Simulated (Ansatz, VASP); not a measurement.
**MnHg in VASP and in Ansatz**

```
Mn Hg
1.0
     3.25851    0.00000    0.00000
     0.00000    3.25851    0.00000
     0.00000    0.00000    3.28329
Mn Hg
1 1
Cartesian
  1.6293 1.6293 1.6416
  0.0000 0.0000 0.0000
```

Alike in both runs: task single point; functional LDA; k mesh 9 × 9 × 9; occupations gaussian, width 0.3 eV; collinear spin.

|  | VASP | Ansatz |
| --- | --- | --- |
| version | VASP 6.6.1 | Ansatz 0.2.0 |
| potentials or method | VASP PAW LDA potentials, release 64 (Mn_pv, Hg), cutoff 520 eV | plane waves, PAW |
| valence electrons in the cell | 25 | 35 |

```tsv
	VASP	Ansatz	Ansatz less VASP
pressure (GPa)	-7.1	-7.3	-0.16
net moment per atom (μB)	1.80	1.83	+0.035
size of the moment on the site where the two differ most (μB)	3.50	3.60	+0.110
```

LDA's correlation is that of Perdew and Zunger in VASP and of Perdew and Wang (1992) in Ansatz. Site moments also hang on the region over which each program counts them. VASP's potentials hold 25 valence electrons a cell and Ansatz's 35, so a difference there can come from the potentials and not from the codes.

Spin-orbit coupling is off throughout.
